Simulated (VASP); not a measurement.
# Ir (Fd-3m) in VASP: a series of runs

Runs on Ir. Level: r2SCAN. Tasks: single point, relaxation of cell and atoms.

All numbers are computed with VASP 6.6.1; they aren't measurements. Logs are shortened: lines on timing, memory, paths and dates and some standing lists are left out, and cuts for length are marked.

### Step 1. The cell of the first run

The structure is cubic, space group Fd-3m (No. 227). Conventional cell: a = 5.527 Å, b = 5.527 Å, c = 5.527 Å, α = 90.00°, β = 90.00°, γ = 90.00°. Ir (site symmetry -43m) has 4 Ir at 2.39 Å within 3.2 Å.

This isn't the form of Ir at room conditions, which is fcc.

### Step 2. Single point, r2SCAN

Input file POSCAR:

```
Ir
1.0
    0.0000000000      2.7635681223      2.7635681223
    2.7635681223      0.0000000000      2.7635681223
    2.7635681223      2.7635681223      0.0000000000
Ir
2
Direct
    0.1250000000      0.1250000000      0.1250000000
    0.8750000000      0.8750000000      0.8750000000
```

Input file INCAR.step1:

```
PREC = Accurate ; ENCUT = 550
ISMEAR = -1 ; SIGMA = 0.1
LREAL = False ; LASPH = True
NELM = 120 ; NBANDS = 16
GGA = PE ; ALGO = Normal
EDIFF = 1E-5 ; LWAVE = True
LCHARG = False ; GGA_COMPAT = False
```

Input file INCAR.step2:

```
PREC = Accurate ; ENCUT = 550
EDIFF = 1E-6 ; ISMEAR = -1
SIGMA = 0.1 ; LREAL = False
LASPH = True ; NELM = 120
ALGO = Normal ; ISIF = 2
LWAVE = False ; LCHARG = True
METAGGA = R2SCAN ; LMIXTAU = True
LELF = True ; LVHAR = True
NBANDS = 16 ; ISTART = 1
GGA_COMPAT = False
```

Input file KPOINTS:

```
regular mesh
0
Gamma
  10 10 10
```

Potentials or basis: VASP PAW PBE potentials, release 64 (Ir).

Command:

```sh
cat potpaw_PBE.64/Ir/POTCAR > POTCAR
cp INCAR.step1 INCAR
mpirun -np 1 vasp_std > vasp.out
cp INCAR.step2 INCAR
mpirun -np 1 vasp_std > vasp.out
```

OUTCAR:

```text
PREC = Accurate
   ENCUT = 550
   EDIFF = 1E-6
   ISMEAR = -1
   LREAL = False
   LASPH = True
   NELM = 120
   ISIF = 2
   METAGGA = R2SCAN
   ISTART = 1

 ion  position               nearest neighbor table
   1  0.125  0.125  0.125-   2 2.39   2 2.39   2 2.39   2 2.39
   2  0.875  0.875  0.875-   1 2.39   1 2.39   1 2.39   1 2.39

  LATTYP: Found a face centered cubic cell.
 ALAT       =     5.5271362446

  Lattice vectors:

 A1 = (   0.0000000000,   2.7635681223,   2.7635681223)
 A2 = (   2.7635681223,   0.0000000000,   2.7635681223)
 A3 = (   2.7635681223,   2.7635681223,   0.0000000000)

Analysis of symmetry for initial positions (statically):
=====================================================================
 Subroutine PRICEL returns:
 Original cell was already a primitive cell.

 Routine SETGRP: Setting up the symmetry group for a
 face centered cubic supercell.

 Subroutine GETGRP returns: Found 48 space group operations
 (whereof 12 operations were pure point group operations)
 out of a pool of 48 trial point group operations.

The static configuration has the point symmetry D_3d.
 The point group associated with its full space group is O_h .

Analysis of symmetry for dynamics (positions and initial velocities):
=====================================================================
 Subroutine PRICEL returns:
 Original cell was already a primitive cell.

 Routine SETGRP: Setting up the symmetry group for a
 face centered cubic supercell.

 Subroutine GETGRP returns: Found 48 space group operations
 (whereof 12 operations were pure point group operations)
 out of a pool of 48 trial point group operations.

The dynamic configuration has the point symmetry D_3d.
 The point group associated with its full space group is O_h .

 Subroutine INISYM returns: Found 48 space group operations
 (whereof 12 operations are pure point group operations),
 and found     1 'primitive' translations

----------------------------------------------------------------------------------------

                                     Primitive cell

  volume of cell :      42.2124

  direct lattice vectors                    reciprocal lattice vectors
     0.000000000  2.763568122  2.763568122    -0.180925520  0.180925520  0.180925520
     2.763568122  0.000000000  2.763568122     0.180925520 -0.180925520  0.180925520
     2.763568122  2.763568122  0.000000000     0.180925520  0.180925520 -0.180925520

  length of vectors
     3.908275519  3.908275519  3.908275519     0.313372193  0.313372193  0.313372193

  position of ions in fractional coordinates (direct lattice)
     0.125000000  0.125000000  0.125000000
     0.875000000  0.875000000  0.875000000

  ion indices of the primitive-cell ions
   primitive index   ion index
                 1           1
                 2           2

----------------------------------------------------------------------------------------

 KPOINTS: regular mesh

Automatic generation of k-mesh.
 Grid dimensions read from file:
 generate k-points for:   10   10   10

 Generating k-lattice:

  Cartesian coordinates                     Fractional coordinates (reciprocal lattice)
    -0.018092552  0.018092552  0.018092552     0.100000000  0.000000000  0.000000000
     0.018092552 -0.018092552  0.018092552     0.000000000  0.100000000  0.000000000
     0.018092552  0.018092552 -0.018092552     0.000000000  0.000000000  0.100000000

  Length of vectors
     0.031337219  0.031337219  0.031337219

  Shift w.r.t. Gamma in fractional coordinates (k-lattice)
     0.000000000  0.000000000  0.000000000

 Subroutine IBZKPT returns following result:
 ===========================================

 Found     47 irreducible k-points:

 Following reciprocal coordinates:
            Coordinates               Weight
  0.000000  0.000000  0.000000      1.000000
  0.100000  0.000000  0.000000      8.000000
  0.200000  0.000000  0.000000      8.000000
  0.300000  0.000000  0.000000      8.000000
  0.400000  0.000000  0.000000      8.000000
  0.500000  0.000000  0.000000      4.000000
[... 16 lines left out ...]
  0.300000  0.300000  0.000000      6.000000
  0.400000  0.300000  0.000000     24.000000
 [... further k-points ...]
   k-points           NKPTS =     47   k-points in BZ     NKDIM =     47   number of bands    NBANDS=     16
   number of dos      NEDOS =    301   number of ions     NIONS =      2
   total plane-waves  NPLWV =  27000
   dimension x,y,z NGX =    30 NGY =   30 NGZ =   30
   dimension x,y,z NGXF=    60 NGYF=   60 NGZF=   60
   ions per type =               2
   NGX,Y,Z   is equivalent  to a cutoff of  12.76, 12.76, 12.76 a.u.
   NGXF,Y,Z  is equivalent  to a cutoff of  25.52, 25.52, 25.52 a.u.
 SYSTEM =  unknown system
   PREC   = accura    normal or accurate (medium, high low for compatibility)
   ISTART =      1    job   : 0-new  1-cont  2-samecut
   ICHARG =      0    charge: 1-file 2-atom 10-const
   ISPIN  =      1    spin polarized calculation?
   LNONCOLLINEAR =      F non collinear calculations
   LSORBIT =      F    spin-orbit coupling
   LASPH  =      T    aspherical Exc in radial PAW
   ENCUT  =  550.0 eV  40.42 Ry    6.36 a.u.   7.47  7.47  7.47*2*pi/ulx,y,z
   NELM   =    120;   NELMIN=  2; NELMDL=  0     # of ELM steps
   EDIFF  = 0.1E-05   stopping-criterion for ELM
   LREAL  =      F    real-space projection
   EDIFFG = 0.1E-04   stopping-criterion for IOM
   NSW    =      0    number of steps for IOM
   IBRION =     -1    ionic relax: 0-MD 1-quasi-New 2-CG
   NFREE  =      0    steps in history (QN), initial steepest desc. (CG)
   ISIF   =      2    stress and relaxation
   ISYM   =      2    0-nonsym 1-usesym 2-fastsym
   POTIM  = 0.5000    time-step for ionic-motion
   TEBEG  =    0.0;   TEEND  =   0.0 temperature during run
   PSTRESS=    0.0 pullay stress
   NELECT =      18.0000    total number of electrons
   NUPDOWN=      -1.0000    fix difference up-down
   EMIN   =  10.00;   EMAX   =-10.00  energy-range for DOS
   EFERMI =   0.00;   METHOD = LEGACY
   ISMEAR =    -1;   SIGMA  =   0.10  broadening in eV -4-tet -1-fermi 0-gaus
   EFERMI_NEDOS =   21; number of points for ismear=-14 and -15
   IALGO  =     38    algorithm
   IMIX   =      4    mixing-type and parameters
     AMIX     =   0.40;   BMIX     =  1.00
     AMIX_MAG =   1.60;   BMIX_MAG =  1.00
  volume/ion in A,a.u.               =      21.11       142.43
  Fermi-wavevector in a.u.,A,eV,Ry     =   1.232212  2.328543 20.658363  1.518347
  Thomas-Fermi vector in A             =   2.366991
   LORBIT       =      0    0 simple, 1 ext, 2 COOP (PROOUT), +10 PAW based schemes
   METAGGA = R2SCAN    functional components
   LHFCALC =     F    Hartree Fock is set to
   AEXX    =    0.0000 exact exchange contribution
   IVDW    =     0    specifies the selected vdW correction
   LEPSILON=     F    determine dielectric tensor
   LRPA    =     F    only Hartree local field effects (RPA)
 non-spin polarized calculation
  energy-cutoff  :      550.00
  volume of cell :       42.21
 maximum number of plane-waves:      1258
 NGX is ok and might be reduce to    30
   NGX = 15   NGY = 15   NGZ = 15

 number of electron      17.9999999 magnetization

 Free energy of the ion-electron system (eV)
  ---------------------------------------------------
  ext. energy  EPLUGINS =         0.00000000
  ---------------------------------------------------
  free energy    TOTEN  =      -102.77530361 eV

  energy without entropy =     -102.70860889  energy(sigma->0) =     -102.74195625

 E-fermi :   5.3159     XC(G=0): -12.1467

 val. band max:        5.1406424324   @ k =   0.4000   0.2000   0.0000
 cond. band min:       5.3296390263   @ k =   0.5000   0.2000   0.1000
 fundamental gap:      0.1889965938
 Fermi energy:         5.3158648256

 k-point     1 :       0.0000    0.0000    0.0000
  band No.  band energies     occupation
      1      -3.1198      2.00000
      2      -0.1668      2.00000
      3      -0.1668      2.00000
      4       0.3058      2.00000
      5       0.3058      2.00000
      6       0.3058      2.00000
[... 8 lines left out ...]
     15      18.4117      0.00000
     16      18.4117      0.00000

 k-point     2 :       0.1000    0.0000    0.0000
  band No.  band energies     occupation
      1      -2.9382      2.00000
      2      -0.2766      2.00000
      3      -0.2766      2.00000
      4       0.2870      2.00000
      5       0.4837      2.00000
      6       0.4837      2.00000
[... 8 lines left out ...]
     15      17.8191      0.00000
     16      18.0732      0.00000

 k-point     3 :       0.2000    0.0000    0.0000
  band No.  band energies     occupation
      1      -2.4312      2.00000
      2      -0.3730      2.00000
      3      -0.3730      2.00000
      4       0.2422      2.00000
      5       0.7149      2.00000
      6       0.7149      2.00000
[... 8 lines left out ...]
     15      16.6276      0.00000
     16      18.8603      0.00000

 k-point     4 :       0.3000    0.0000    0.0000
  band No.  band energies     occupation
      1      -1.7341      2.00000
      2      -0.3316      2.00000
      3      -0.3316      2.00000
      4       0.1837      2.00000
      5       0.7307      2.00000
      6       0.7307      2.00000
[... 8 lines left out ...]
     15      15.7820      0.00000
     16      19.4035      0.00000

 k-point     5 :       0.4000    0.0000    0.0000
  band No.  band energies     occupation
      1      -1.1069      2.00000
      2      -0.1476      2.00000
      3      -0.1476      2.00000
      4       0.0877      2.00000
      5       0.5059      2.00000
      6       0.5059      2.00000
[... 8 lines left out ...]
     15      15.5914      0.00000
     16      19.4189      0.00000

 k-point     6 :       0.5000    0.0000    0.0000
  band No.  band energies     occupation
      1      -0.8416      2.00000
      2       0.0078      2.00000
      3       0.0768      2.00000
      4       0.0768      2.00000
      5       0.2497      2.00000
      6       0.2497      2.00000
[... 8 lines left out ...]
     15      15.5387      0.00000
     16      19.3885      0.00000

 k-point     7 :       0.1000    0.1000    0.0000
  band No.  band energies     occupation
      1      -2.8756      2.00000
      2      -0.4814      2.00000
      3      -0.0424      2.00000
      4       0.2993      2.00000
      5       0.2993      2.00000
      6       0.6766      2.00000
[... 8 lines left out ...]
     15      16.8587      0.00000
     16      18.0915      0.00000

 k-point     8 :       0.2000    0.1000    0.0000
  band No.  band energies     occupation
      1      -2.4698      2.00000
      2      -0.6385      2.00000
      3      -0.0430      2.00000
      4       0.2597      2.00000
      5       0.4425      2.00000
      6       0.9529      2.00000
[... 8 lines left out ...]
     15      16.7224      0.00000
     16      17.7509      0.00000

 k-point     9 :       0.3000    0.1000    0.0000
  band No.  band energies     occupation
      1      -1.8201      2.00000
      2      -0.6639      2.00000
      3      -0.0234      2.00000
      4       0.1713      2.00000
      5       0.5230      2.00000
      6       1.0953      2.00000
[... 8 lines left out ...]
     15      15.8568      0.00000
     16      18.9932      0.00000
[... 172 lines left out ...]
 k-point    19 :       0.5000    0.2000    0.0000
  band No.  band energies     occupation
      1      -0.7868      2.00000
      2      -0.4811      2.00000
      3      -0.0952      2.00000
      4      -0.0381      2.00000
      5       0.9406      2.00000
      6       1.0462      2.00000
[... 8 lines left out ...]
     15      15.9524      0.00000
     16      20.5563      0.00000

 k-point    20 :      -0.4000    0.2000    0.0000
  band No.  band energies     occupation
      1      -0.7506      2.00000
      2      -0.3391      2.00000
      3      -0.3045      2.00000
      4       0.0317      2.00000
      5       0.7179      2.00000
      6       1.2438      2.00000
[... 8 lines left out ...]
     15      16.1146      0.00000
     16      20.2336      0.00000

 k-point    21 :      -0.3000    0.2000    0.0000
  band No.  band energies     occupation
      1      -0.9161      2.00000
      2      -0.5313      2.00000
      3      -0.3205      2.00000
      4       0.2212      2.00000
      5       0.4153      2.00000
      6       1.4914      2.00000
[... 8 lines left out ...]
     15      16.2920      0.00000
     16      19.5708      0.00000

 k-point    22 :      -0.2000    0.2000    0.0000
  band No.  band energies     occupation
      1      -1.4722      2.00000
      2      -0.6375      2.00000
      3      -0.0971      2.00000
      4       0.0704      2.00000
      5       0.4702      2.00000
      6       1.4139      2.00000
[... 8 lines left out ...]
     15      16.4257      0.00000
     16      18.8182      0.00000

 k-point    23 :       0.3000    0.3000    0.0000
  band No.  band energies     occupation
      1      -1.0795      2.00000
      2      -1.0416      2.00000
      3       0.2039      2.00000
      4       0.2039      2.00000
      5       0.9153      2.00000
      6       0.9498      2.00000
[... 8 lines left out ...]
     15      15.4764      0.00000
     16      16.6364      0.00000

 k-point    24 :       0.4000    0.3000    0.0000
  band No.  band energies     occupation
      1      -1.0211      2.00000
      2      -0.4705      2.00000
      3      -0.0426      2.00000
      4       0.1459      2.00000
      5       0.8776      2.00000
      6       1.2261      2.00000
[... 8 lines left out ...]
     15      15.7877      0.00000
     16      17.0767      0.00000

 [... further k-points ...]

------------------------ aborting loop because EDIFF is reached ----------------------------------------

  FORCE on cell =-STRESS in cart. coord.  units (eV):
  Direction    XX          YY          ZZ          XY          YZ          ZX
  --------------------------------------------------------------------------------------
  -------------------------------------------------------------------------------------
  Total        0.1198364      0.1198364      0.1198364      0.0000000      0.0000000      0.0000000
  in kB        4.5483999      4.5483999      4.5483999      0.0000000      0.0000000      0.0000000
  external PRESSURE =       4.5483999 kB  Pullay stress =       0.0000000 kB

 VOLUME and BASIS-vectors are now :
 -----------------------------------------------------------------------------
  energy-cutoff  :      550.00
  volume of cell :       42.21
      direct lattice vectors                 reciprocal lattice vectors
     0.000000000  2.763568122  2.763568122    -0.180925520  0.180925520  0.180925520
     2.763568122  0.000000000  2.763568122     0.180925520 -0.180925520  0.180925520
     2.763568122  2.763568122  0.000000000     0.180925520  0.180925520 -0.180925520

 POSITION                                       TOTAL-FORCE (eV/Angst)
 -----------------------------------------------------------------------------------
      0.69089      0.69089      0.69089         0.000000      0.000000      0.000000
      4.83624      4.83624      4.83624        -0.000000     -0.000000      0.000000
 -----------------------------------------------------------------------------------
    total drift:                               -0.000000      0.000000      0.000000

  FREE ENERGIE OF THE ION-ELECTRON SYSTEM (eV)
  ---------------------------------------------------
  free  energy   TOTEN  =      -102.7753036083 eV

  energy  without entropy=     -102.7086088923  energy(sigma->0) =     -102.74195625
```

Run time: 93 s. Hardware: 1 thread of AMD EPYC 7R13 (Zen 3), shared host; peak memory 0.16 GiB.

Results:

```
Free energy            : -102.7753 eV
Pressure               : 0.5 GPa
Band gap on the k mesh : zero (bands 9 and 10 overlap by 1.79 eV)
```

Levels at points of the mesh, in eV from the Fermi level:
```
           k point  band 7  band 8  band 9  band 10  band 11  band 12
(0.00, 0.00, 0.00)   -1.85   -1.85   -1.85     0.80     0.80    11.59
(0.50, 0.00, 0.00)   -2.03   -1.13   -1.13     0.27     0.27     1.57
(0.50, 0.50, 0.00)   -2.70   -2.70    0.63     0.63     2.12     2.12
```

Caveat: the PAW data sets were made with another functional, which shifts forces and pressure a little; spin-orbit coupling is left out, which moves the levels of the heavy elements.

[end of part 1 of 3]

The gap in the log of VASP goes by the Fermi energy; the results here count the filled bands.